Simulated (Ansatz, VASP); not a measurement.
Two plane-wave programs on MgO

Contents of INCAR:

```
  ALGO = Normal
  EDIFF = 1E-6
  ENCUT = 840
  GGA_COMPAT = F
  ISIF = 2
  ISMEAR = 0
  LASPH = T
  LCHARG = F
  LREAL = F
  LWAVE = F
  NBANDS = 15
  NELM = 120
  PREC = Accurate
  SIGMA = 0.01
```

Contents of KPOINTS:

```
k-points
0
Gamma
  7 7 6
```

File POSCAR:

```
MgO
1.0
    2.9893494786      0.0000000000      0.0000000000
   -1.4946747393      2.5888526332      0.0000000000
    0.0000000000      0.0000000000      2.7264960793
Mg O
1 1
Direct
    0.0000000000      0.0000000000      0.0000000000
    0.3333333333      0.6666666667      0.5000000000
```

Input for Ansatz:

```yaml
crystal:
  lattice:
    - [2.989349478633571, 0.0, 0.0]
    - [-1.4946747393167854, 2.588852633213953, 0.0]
    - [0.0, 0.0, 2.726496079299939]
  atoms:
    - { symbol: Mg, position: [0.0, 0.0, 0.0] }
    - { symbol: O, position: [0.3333333333333333, 0.6666666666666666, 0.5] }
accuracy: medium
basis:
  ecutwfc: 500.0
kpoints:
  mp_grid:
    grid: [7, 7, 6]
hamiltonian:
  xc: lda
scf:
  max_iter: 200
  convergence:
    dr2_threshold: 1.0e-06
  occupations:
    method: fixed
output:
  stress: true
```

Alike in both runs: task single point; functional LDA; k mesh 7 × 7 × 6; no spin polarisation.

|  | VASP | Ansatz |
| --- | --- | --- |
| version | VASP 6.6.1 | Ansatz 0.2.0 |
| potentials or method | VASP PAW LDA potentials, release 64 (Mg_sv, O), cutoff 840 eV | plane waves, PAW |
| occupations | gaussian, width 0.01 eV | fixed |
| valence electrons in the cell | 16 | 16 |

```tsv
	VASP	Ansatz	Ansatz less VASP
pressure (GPa)	-14.7	-14.9	-0.20
traceless stress, the component that is largest in VASP (GPa)	-1.75	-1.85	-0.100
```

LDA's correlation is that of Perdew and Zunger in VASP and of Perdew and Wang (1992) in Ansatz. Ansatz's warnings: stress scf threshold loose.
